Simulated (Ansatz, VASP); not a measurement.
## One calculation of Ga, two programs

INCAR

```
ALGO = Fast
EDIFF = 1E-6
ENCUT = 520
GGA = CA
ISIF = 2
ISMEAR = -1
LASPH = True
LCHARG = False
LREAL = False
LWAVE = False
NBANDS = 20
NELM = 80
PREC = Accurate
SIGMA = 0.05
```

Contents of KPOINTS:

```
k-points
0
Gamma
  10 8 7
```

Contents of POSCAR:

```
Ga
1.0
    2.8149844631      0.0000000000      0.0000000000
    0.0000000000      3.3247928052      0.0000000000
   -1.3611098509      0.0000000000      4.0427827924
Ga
2
Direct
    0.1345962700      0.7500000000      0.7701668300
    0.8654037300      0.2500000000      0.2298331700
```

File input.yaml:

```yaml
crystal:
  lattice:
    - [2.8149844631, 0.0, 0.0]
    - [0.0, 3.3247928052, 0.0]
    - [-1.3611098509, 0.0, 4.0427827924]
  atoms:
    - { symbol: Ga, position: [0.13459627, 0.75, 0.77016683] }
    - { symbol: Ga, position: [0.86540373, 0.25, 0.22983317] }
kpoints:
  mp_grid: { grid: [10, 8, 7] }
scf:
  occupations: { method: fermi_dirac, width: 0.05 }
hamiltonian:
  xc: lda
  pseudopotentials: { kind: all_electron, lapw: { basis_error: 0.001 } }
output:
  forces: true
  stress: true
  eigenvalues: true
```

Change from the starting cell: volume scaled by 1.04.

Alike in both runs: task single point; functional LDA; k mesh 10 × 8 × 7; occupations fermi-dirac, width 0.05 eV; no spin polarisation.

|  | VASP | Ansatz |
| --- | --- | --- |
| version | VASP 6.6.1 | Ansatz 0.2.0 |
| potentials or method | VASP PAW LDA potentials, release 64 (Ga_d), cutoff 520 eV | all-electron LAPW, scalar-relativistic |

Ansatz gave:

```
gap on the k mesh at the Fermi level (eV)                     : none
pressure (GPa)                                                : -4.6
traceless stress, the component that is largest in VASP (GPa) : -0.90
rms of the force components (eV/Å)                            : 0.029
```

**Question.** Which values does VASP return?

**Answer.** gap on the k mesh at the Fermi level (eV): none; pressure (GPa): -4.6; traceless stress, the component that is largest in VASP (GPa): -0.91; rms of the force components (eV/Å): 0.029.

LDA's correlation is that of Perdew and Zunger in VASP and of Perdew and Wang (1992) in Ansatz. Atom by atom the forces differ by 0.000 eV/Å (rms over components). A gap of «none» marks a metal or a gap that the smearing closes. Ansatz ran all-electron here, and VASP with PAW potentials.
